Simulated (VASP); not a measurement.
# ZrB (Immm) in VASP: a series of runs

Runs on ZrB. Level: PBEsol. Tasks: single point.

Everything below comes from runs of VASP 6.6.1. Logs are shortened: lines on timing, memory, paths and dates and some standing lists are left out, and cuts for length are marked.

### 1 The cell of the first run

It takes space group Immm (No. 71, orthorhombic). Conventional cell: a = 3.226 Å, b = 3.350 Å, c = 4.650 Å, α = 90.00°, β = 90.00°, γ = 90.00°. Zr (site symmetry mmm) has 6 B at 2.33 Å within 3.1 Å. B (site symmetry mmm) has 6 Zr at 2.33 Å within 3.1 Å.

### 2 Single point, PBEsol (strain +0.0375 x Voigt [0, 0, 0, 1, 0, 0])

Contents of INCAR:

```
ALGO     = Normal         # electronic algorithm
EDIFF    = 1E-6           # SCF threshold, eV
ENCUT    = 520            # plane-wave cutoff, eV
GGA      = PS             # functional
ISIF     = 2              # what is computed and relaxed
ISMEAR   = 0              # smearing method
LASPH    = True           # aspherical terms in the spheres
LCHARG   = False          # write CHGCAR
LREAL    = False          # projectors in reciprocal space
LWAVE    = False          # write WAVECAR
NBANDS   = 14             # bands
NELM     = 60             # most SCF steps
PREC     = Accurate       # precision mode
SIGMA    = 0.15           # smearing width, eV
```

Contents of KPOINTS:

```
k-points
0
Gamma
  18 18 18
```

Contents of POSCAR:

```
ZrB
1.0
    0.0000000000      2.3685937500      2.3685937500
    2.3250000000      0.0435937500      2.3250000000
    2.3250000000      2.3250000000      0.0435937500
Zr B
1 1
Direct
    0.0000000000      0.0000000000      0.0000000000
    0.5000000000      0.5000000000      0.5000000000
```

Potentials or basis: VASP PAW PBE potentials, release 64 (Zr_sv, B).

The run is started by

```
cat potpaw_PBE.64/Zr_sv/POTCAR potpaw_PBE.64/B/POTCAR > POTCAR
mpirun -np 1 vasp_std > vasp.out
```

OUTCAR:

```text
EDIFF = 1E-6
   ENCUT = 520
   GGA = PS
   ISIF = 2
   ISMEAR = 0
   LASPH = True
   LREAL = False
   NELM = 60
   PREC = Accurate

 ion  position               nearest neighbor table
   1  0.000  0.000  0.000-   2 2.33   2 2.33   2 2.33   2 2.33   2 2.33   2 2.33
   2  0.500  0.500  0.500-   1 2.33   1 2.33   1 2.33   1 2.33   1 2.33   1 2.33

  LATTYP: Found a body centered orthorhombic cell.
 ALAT       =     3.2263956600
 B/A-ratio  =     1.0382165605
 C/A-ratio  =     1.4412367515

  Lattice vectors:

 A1 = (  -2.3250000000,   2.3250000000,   0.0435937500)
 A2 = (  -2.3250000000,  -2.3250000000,  -0.0435937500)
 A3 = (   2.3250000000,   0.0435937500,   2.3250000000)

Analysis of symmetry for initial positions (statically):
=====================================================================
 Subroutine PRICEL returns:
 Original cell was already a primitive cell.

 Routine SETGRP: Setting up the symmetry group for a
 body centered orthorhombic supercell.

 Subroutine GETGRP returns: Found  8 space group operations
 (whereof  8 operations were pure point group operations)
 out of a pool of  8 trial point group operations.

The static configuration has the point symmetry D_2h.

Analysis of symmetry for dynamics (positions and initial velocities):
=====================================================================
 Subroutine PRICEL returns:
 Original cell was already a primitive cell.

 Routine SETGRP: Setting up the symmetry group for a
 body centered orthorhombic supercell.

 Subroutine GETGRP returns: Found  8 space group operations
 (whereof  8 operations were pure point group operations)
 out of a pool of  8 trial point group operations.

The dynamic configuration has the point symmetry D_2h.

 Subroutine INISYM returns: Found  8 space group operations
 (whereof  8 operations are pure point group operations),
 and found     1 'primitive' translations

----------------------------------------------------------------------------------------

                                     Primitive cell

  volume of cell :      25.1273

  direct lattice vectors                    reciprocal lattice vectors
     0.000000000  2.368593750  2.368593750    -0.215053763  0.211095719  0.211095719
     2.325000000  0.043593750  2.325000000     0.215053763 -0.219163071  0.219163071
     2.325000000  2.325000000  0.043593750     0.215053763  0.219163071 -0.219163071

  length of vectors
     3.349697405  3.288335508  3.288335508     0.367927882  0.377243985  0.377243985

  position of ions in fractional coordinates (direct lattice)
     0.000000000  0.000000000  0.000000000
     0.500000000  0.500000000  0.500000000

  ion indices of the primitive-cell ions
   primitive index   ion index
                 1           1
                 2           2

----------------------------------------------------------------------------------------

 KPOINTS: k-points

Automatic generation of k-mesh.
 Grid dimensions read from file:
 generate k-points for:   18   18   18

 Generating k-lattice:

  Cartesian coordinates                     Fractional coordinates (reciprocal lattice)
    -0.011947431  0.011727540  0.011727540     0.055555556  0.000000000  0.000000000
     0.011947431 -0.012175726  0.012175726     0.000000000  0.055555556  0.000000000
     0.011947431  0.012175726 -0.012175726     0.000000000  0.000000000  0.055555556

  Length of vectors
     0.020440438  0.020957999  0.020957999

  Shift w.r.t. Gamma in fractional coordinates (k-lattice)
     0.000000000  0.000000000  0.000000000

 Subroutine IBZKPT returns following result:
 ===========================================

 Found    865 irreducible k-points:

 Following reciprocal coordinates:
            Coordinates               Weight
  0.000000  0.000000  0.000000      1.000000
  0.055556  0.000000  0.000000      4.000000
  0.111111  0.000000  0.000000      4.000000
  0.166667  0.000000  0.000000      4.000000
  0.222222  0.000000  0.000000      4.000000
  0.277778  0.000000  0.000000      4.000000
[... 16 lines left out ...]
 -0.333333  0.055556 -0.000000      8.000000
 -0.277778  0.055556 -0.000000      8.000000
 [... further k-points ...]
   k-points           NKPTS =    865   k-points in BZ     NKDIM =    865   number of bands    NBANDS=     14
   number of dos      NEDOS =    301   number of ions     NIONS =      2
   total plane-waves  NPLWV =  16128
   dimension x,y,z NGX =    28 NGY =   24 NGZ =   24
   dimension x,y,z NGXF=    56 NGYF=   48 NGZF=   48
   ions per type =               1   1
   NGX,Y,Z   is equivalent  to a cutoff of  13.90, 12.13, 12.13 a.u.
   NGXF,Y,Z  is equivalent  to a cutoff of  27.79, 24.27, 24.27 a.u.
 SYSTEM =  unknown system
   PREC   = accura    normal or accurate (medium, high low for compatibility)
   ISTART =      0    job   : 0-new  1-cont  2-samecut
   ICHARG =      2    charge: 1-file 2-atom 10-const
   ISPIN  =      1    spin polarized calculation?
   LNONCOLLINEAR =      F non collinear calculations
   LSORBIT =      F    spin-orbit coupling
   LASPH  =      T    aspherical Exc in radial PAW
   ENCUT  =  520.0 eV  38.22 Ry    6.18 a.u.   6.23  6.11  6.11*2*pi/ulx,y,z
   NELM   =     60;   NELMIN=  2; NELMDL= -5     # of ELM steps
   EDIFF  = 0.1E-05   stopping-criterion for ELM
   LREAL  =      F    real-space projection
   EDIFFG = 0.1E-04   stopping-criterion for IOM
   NSW    =      0    number of steps for IOM
   IBRION =     -1    ionic relax: 0-MD 1-quasi-New 2-CG
   NFREE  =      0    steps in history (QN), initial steepest desc. (CG)
   ISIF   =      2    stress and relaxation
   ISYM   =      2    0-nonsym 1-usesym 2-fastsym
   POTIM  = 0.5000    time-step for ionic-motion
   TEBEG  =    0.0;   TEEND  =   0.0 temperature during run
   PSTRESS=    0.0 pullay stress
   NELECT =      15.0000    total number of electrons
   NUPDOWN=      -1.0000    fix difference up-down
   EMIN   =  10.00;   EMAX   =-10.00  energy-range for DOS
   EFERMI =   0.00;   METHOD = LEGACY
   ISMEAR =     0;   SIGMA  =   0.15  broadening in eV -4-tet -1-fermi 0-gaus
   EFERMI_NEDOS =   21; number of points for ismear=-14 and -15
   IALGO  =     38    algorithm
   IMIX   =      4    mixing-type and parameters
     AMIX     =   0.40;   BMIX     =  1.00
     AMIX_MAG =   1.60;   BMIX_MAG =  1.00
  volume/ion in A,a.u.               =      12.56        84.78
  Fermi-wavevector in a.u.,A,eV,Ry     =   1.378446  2.604886 25.852625  1.900114
  Thomas-Fermi vector in A             =   2.503507
   LORBIT       =      0    0 simple, 1 ext, 2 COOP (PROOUT), +10 PAW based schemes
   GGA     = PS    functional components
   LHFCALC =     F    Hartree Fock is set to
   AEXX    =    0.0000 exact exchange contribution
   IVDW    =     0    specifies the selected vdW correction
   LEPSILON=     F    determine dielectric tensor
   LRPA    =     F    only Hartree local field effects (RPA)
 non-spin polarized calculation
 Gauss-broadening in eV      SIGMA  =   0.15
  energy-cutoff  :      520.00
  volume of cell :       25.13
 maximum number of plane-waves:       691
 NGX is ok and might be reduce to    28
   NGX = 13   NGY = 13   NGZ = 13

 number of electron      15.0000000 magnetization

 Free energy of the ion-electron system (eV)
  ---------------------------------------------------
  ext. energy  EPLUGINS =         0.00000000
  ---------------------------------------------------
  free energy    TOTEN  =       -16.61378782 eV

  energy without entropy =      -16.60186124  energy(sigma->0) =      -16.60782453

 E-fermi :   8.9225     XC(G=0): -12.3333

 val. band max:        8.9214595993   @ k =  -0.2222  -0.1111   0.0556
 cond. band min:       8.9250956904   @ k =  -0.2222   0.1111   0.0556
 fundamental gap:      0.0036360911
 Fermi energy:         8.9225281481

 k-point     1 :       0.0000    0.0000    0.0000
  band No.  band energies     occupation
      1     -37.7481      2.00000
      2     -15.5519      2.00000
      3     -15.5159      2.00000
      4     -15.4812      2.00000
      5       0.6010      2.00000
      6      10.5460      0.00000
      7      10.7773      0.00000
      8      11.0752      0.00000
      9      12.6267      0.00000
     10      12.6272      0.00000
     11      12.6281      0.00000
     12      12.7589      0.00000
     13      12.9238      0.00000
     14      20.0334      0.00000

 k-point     2 :       0.0556    0.0000    0.0000
  band No.  band energies     occupation
      1     -37.7447      2.00000
      2     -15.5761      2.00000
      3     -15.5247      2.00000
      4     -15.4842      2.00000
      5       0.6853      2.00000
      6      10.3349      0.00000
      7      10.6758      0.00000
      8      11.0376      0.00000
      9      11.8314      0.00000
     10      11.9289      0.00000
     11      12.8221      0.00000
     12      13.7258      0.00000
     13      13.8244      0.00000
     14      20.2262      0.00000

 k-point     3 :       0.1111    0.0000    0.0000
  band No.  band energies     occupation
      1     -37.7349      2.00000
      2     -15.6592      2.00000
      3     -15.5353      2.00000
      4     -15.4927      2.00000
      5       0.9316      2.00000
      6       9.7526      0.00000
      7      10.2938      0.00000
      8      10.6159      0.00000
      9      11.5167      0.00000
     10      11.7029      0.00000
     11      13.1240      0.00000
     12      14.8849      0.00000
     13      14.9579      0.00000
     14      20.7722      0.00000
[... 324 lines left out ...]
 k-point    23 :      -0.3333    0.0556   -0.0000
  band No.  band energies     occupation
      1     -37.6545      2.00000
      2     -16.2973      2.00000
      3     -15.6049      2.00000
      4     -15.5684      2.00000
      5       3.3041      2.00000
      6       6.6258      2.00000
      7       7.8902      2.00000
      8       8.2817      2.00000
      9      13.1757      0.00000
     10      13.8924      0.00000
     11      14.9129      0.00000
     12      19.5053      0.00000
     13      19.9413      0.00000
     14      20.9854      0.00000

 k-point    24 :      -0.2778    0.0556   -0.0000
  band No.  band energies     occupation
      1     -37.6721      2.00000
      2     -16.1605      2.00000
      3     -15.5934      2.00000
      4     -15.5525      2.00000
      5       2.6733      2.00000
      6       7.2926      2.00000
      7       8.2441      2.00000
      8       8.6464      1.99076
      9      12.5747      0.00000
     10      13.4067      0.00000
     11      14.4006      0.00000
     12      18.3678      0.00000
     13      19.8308      0.00000
     14      21.0746      0.00000

 [... further k-points ...]
[... 5 lines left out ...]
  --------------------------------------------------------------------------------------
  -------------------------------------------------------------------------------------
  Total        4.6728026      4.6689102      4.6689102      0.0000000     -0.3439027     -0.0000000
  in kB      297.9489526    297.7007578    297.7007578      0.0000000    -21.9280521     -0.0000000
  external PRESSURE =     297.7834894 kB  Pullay stress =       0.0000000 kB

 VOLUME and BASIS-vectors are now :
 -----------------------------------------------------------------------------
  energy-cutoff  :      520.00
  volume of cell :       25.13
      direct lattice vectors                 reciprocal lattice vectors
     0.000000000  2.368593750  2.368593750    -0.215053763  0.211095719  0.211095719
     2.325000000  0.043593750  2.325000000     0.215053763 -0.219163071  0.219163071
     2.325000000  2.325000000  0.043593750     0.215053763  0.219163071 -0.219163071

 POSITION                                       TOTAL-FORCE (eV/Angst)
 -----------------------------------------------------------------------------------
      0.00000      0.00000      0.00000        -0.000000      0.000000      0.000000
      2.32500      2.36859      2.36859         0.000000     -0.000000     -0.000000
 -----------------------------------------------------------------------------------
    total drift:                               -0.000000      0.000000      0.000000

  FREE ENERGIE OF THE ION-ELECTRON SYSTEM (eV)
  ---------------------------------------------------
  free  energy   TOTEN  =       -16.6137878180 eV

  energy  without entropy=      -16.6018612412  energy(sigma->0) =      -16.60782453
```

Wall time 4.5 min (1 thread of Intel Xeon 8259CL, shared host); peak memory 0.41 GiB.

Results:

```yaml
Free_energy: -16.6138 eV
Pressure: 29.8 GPa
Band_gap_on_the_k_mesh: zero (an odd number of electrons rules out a gap without spin polarisation)
```

Levels at points of the mesh, in eV from the Fermi level:
```csv
k point,band 5,band 6,band 7,band 8,band 9,band 10,band 11,band 12
"(0.00, 0.00, 0.00)",-8.32,1.62,1.85,2.15,3.70,3.70,3.71,3.84
"(0.50, 0.00, 0.00)",-4.22,-3.65,-1.45,-1.14,5.44,5.86,7.31,8.35
"(0.00, 0.50, 0.00)",-4.24,-3.44,-1.68,-1.38,5.67,5.95,7.54,8.14
"(0.50, 0.50, 0.00)",-6.46,-1.17,-0.30,2.57,2.57,5.45,6.92,6.93
"(0.00, 0.50, 0.50)",-6.47,-1.17,-0.29,2.36,2.79,5.49,6.93,6.94
```

Caveat: the cell differs from its parent crystal (strain +0.0375 x Voigt [0, 0, 0, 1, 0, 0]); the cell stands under pressure; the PAW data sets were made with another functional, which shifts forces and pressure a little.

### 3 Single point, PBEsol (strain +0.0125 x Voigt [0, 0, 0, 1, 0, 0])

Contents of INCAR:

```
SYSTEM = ZrB
PREC = Accurate
ENCUT = 520
EDIFF = 1E-7
ISMEAR = 0
SIGMA = 0.15
LREAL = .False.
LASPH = .True.
NELM = 80
ALGO = Normal
ISIF = 2
LWAVE = .False.
LCHARG = .False.
GGA = PS
NBANDS = 14
```

Contents of KPOINTS:

```
Automatic mesh
0
Gamma
  18 18 18
  0 0 0
```

Contents of POSCAR:

```
ZrB
1.0
    0.0000000000      2.3395312500      2.3395312500
    2.3250000000      0.0145312500      2.3250000000
    2.3250000000      2.3250000000      0.0145312500
Zr B
1 1
Direct
    0.0000000000      0.0000000000      0.0000000000
    0.5000000000      0.5000000000      0.5000000000
```

Potentials or basis: VASP PAW PBE potentials, release 64 (Zr_sv, B).

The run is started by

```
cat potpaw_PBE.64/Zr_sv/POTCAR potpaw_PBE.64/B/POTCAR > POTCAR
mpirun -np 1 vasp_std > vasp.out
```

OUTCAR:

```text
SYSTEM = ZrB
   PREC = Accurate
   ENCUT = 520
   EDIFF = 1E-7
   ISMEAR = 0
   LREAL = .False.
   LASPH = .True.
   NELM = 80
   ISIF = 2
   GGA = PS

 ion  position               nearest neighbor table
   1  0.000  0.000  0.000-   2 2.33   2 2.33   2 2.33   2 2.33   2 2.33   2 2.33
   2  0.500  0.500  0.500-   1 2.33   1 2.33   1 2.33   1 2.33   1 2.33   1 2.33

  LATTYP: Found a body centered orthorhombic cell.
 ALAT       =     3.2674962417
 B/A-ratio  =     1.0125786164
 C/A-ratio  =     1.4231079873

  Lattice vectors:

 A1 = (  -2.3250000000,   2.3250000000,   0.0145312500)
[... 589 lines left out ...]
     12      18.4242      0.00000
     13      19.8635      0.00000
     14      21.1285      0.00000

 [... further k-points ...]
[... 5 lines left out ...]
  --------------------------------------------------------------------------------------
  -------------------------------------------------------------------------------------
  Total        4.6629864      4.6611619      4.6611619      0.0000000     -0.1111957      0.0000000
  in kB      297.2301274    297.1138271    297.1138271      0.0000000     -7.0878876      0.0000000
  external PRESSURE =     297.1525939 kB  Pullay stress =       0.0000000 kB

 VOLUME and BASIS-vectors are now :
 -----------------------------------------------------------------------------
  energy-cutoff  :      520.00
  volume of cell :       25.14
      direct lattice vectors                 reciprocal lattice vectors
     0.000000000  2.339531250  2.339531250    -0.215053763  0.213718026  0.213718026
     2.325000000  0.014531250  2.325000000     0.215053763 -0.216406303  0.216406303
     2.325000000  2.325000000  0.014531250     0.215053763  0.216406303 -0.216406303

 POSITION                                       TOTAL-FORCE (eV/Angst)
 -----------------------------------------------------------------------------------
      0.00000      0.00000      0.00000         0.000000     -0.000000     -0.000000
      2.32500      2.33953      2.33953        -0.000000      0.000000      0.000000
 -----------------------------------------------------------------------------------
    total drift:                               -0.000000      0.000000      0.000000

  FREE ENERGIE OF THE ION-ELECTRON SYSTEM (eV)
  ---------------------------------------------------
  free  energy   TOTEN  =       -16.6209171695 eV

  energy  without entropy=      -16.6085812537  energy(sigma->0) =      -16.61474921
```

Run time: 5.4 min. Hardware: 1 thread of Intel Xeon 8259CL, shared host; peak memory 0.41 GiB.

What came out:

| Quantity | Value |
| --- | --- |
| Free energy | -16.6209 eV |
| Pressure | 29.7 GPa |
| Band gap on the k mesh | zero (an odd number of electrons rules out a gap without spin polarisation) |

Caveat: the cell differs from its parent crystal (strain +0.0125 x Voigt [0, 0, 0, 1, 0, 0]); the cell stands under pressure; the PAW data sets were made with another functional, which shifts forces and pressure a little.
